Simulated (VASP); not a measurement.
Write the native input for VASP 6.6.1 that does the following.

- Task: single point
- Functional: PBEsol
- Potentials or basis: VASP PAW PBE potentials, release 64 (Sc_sv, Al)
- Cutoff: 520 eV
- k mesh: 14 × 14 × 14
- Occupations: gaussian, width 0.1 eV
- Spin: no spin polarisation
- Dipole correction: no
- Further INCAR settings: ALGO = Fast; EDIFF = 1e-06; NBANDS = 18

The structure of ScAl3 lies in POSCAR:

```
ScAl3
1.0
    4.2341505608      0.0000000000      0.0000000000
    0.0000000000      4.0469308279      0.0000000000
    0.0000000000      0.0000000000      4.0469308279
Sc Al
1 3
Direct
    0.0000000000      0.0000000000      0.0000000000
    0.5000000000      0.0000000000      0.5000000000
    0.0000000000      0.5000000000      0.5000000000
    0.5000000000      0.5000000000      0.0000000000
```

This cell differs from its parent crystal: uniaxial strain along a: +4.0 %, then relaxed in part.

One way to write it, as run:

INCAR

```
SYSTEM = ScAl3
PREC = Accurate ; ENCUT = 520
EDIFF = 1E-6 ; ISMEAR = 0
SIGMA = 0.1 ; LREAL = .FALSE.
LASPH = .TRUE. ; NELM = 100
ALGO = Fast ; ISIF = 2
LWAVE = .FALSE. ; LCHARG = .TRUE.
GGA = PS ; LELF = .TRUE.
LVHAR = .TRUE. ; NBANDS = 18
```

KPOINTS

```
Automatic mesh
0
G
  14 14 14
  0 0 0
```

Potentials or basis: VASP PAW PBE potentials, release 64 (Sc_sv, Al).

The run is started by

```sh
$ cat potpaw_PBE.64/Sc_sv/POTCAR potpaw_PBE.64/Al/POTCAR > POTCAR
$ mpirun -np 1 vasp_std > vasp.out
```

It gave:

* Pressure: -2.1 GPa
* Band gap on the k mesh: zero (bands 10 and 11 overlap by 3.85 eV)

Caveat: the cell differs from its parent crystal (uniaxial strain along a: +4.0 %, then relaxed in part); the stress differs along the axes, from -6 to 0 GPa; the PAW data sets were made with another functional, which shifts forces and pressure a little.

Run time: 2 min on 1 thread of Intel(R) Xeon(R) 6975P-C (Granite Rapids) (shared host), peak memory 0.43 GiB.
